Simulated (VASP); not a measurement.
**Pb: single point with BLYP**

Crystal: Pb.

```
Pb
1.0
     0.00000    2.42450    2.42450
     2.42450    0.00000    2.42450
     2.42450    2.42450    0.00000
Pb
1
Direct
  0.00000 0.00000 0.00000
```

| Item | Value |
| --- | --- |
| Program | VASP 6.6.1 |
| Task | single point |
| Functional | BLYP |
| Potentials or basis | VASP PAW PBE potentials, release 64 (Pb_d) |
| Cutoff | 520 eV |
| k mesh | 9 × 9 × 9 |
| Occupations | fermi-dirac, width 0.05 eV |
| Spin | no spin polarisation |
| Dipole correction | no |
| Further INCAR settings | ALGO = Normal; EDIFF = 1e-06; NBANDS = 13 |

- Pressure: 10.2 GPa
- Band gap on the k mesh: zero (band 7 reaches 16.25 eV, above the bottom of band 8 at 6.88 eV)

Levels at points of the mesh, in eV from the Fermi level:
```csv
k point,band 3,band 4,band 5,band 6,band 7,band 8,band 9,band 10,band 11,band 12
"(0.00, 0.00, 0.00)",-17.00,-16.83,-16.83,-12.08,7.89,7.89,7.89,10.22,12.76,13.23
```

It took 14 s on 1 thread of AMD EPYC 7R13, with other jobs on the host, peak memory 0.16 GiB.

Caveat: the PAW data sets were made with another functional, which shifts forces and pressure a little; spin-orbit coupling is left out, which moves the levels of the heavy elements.
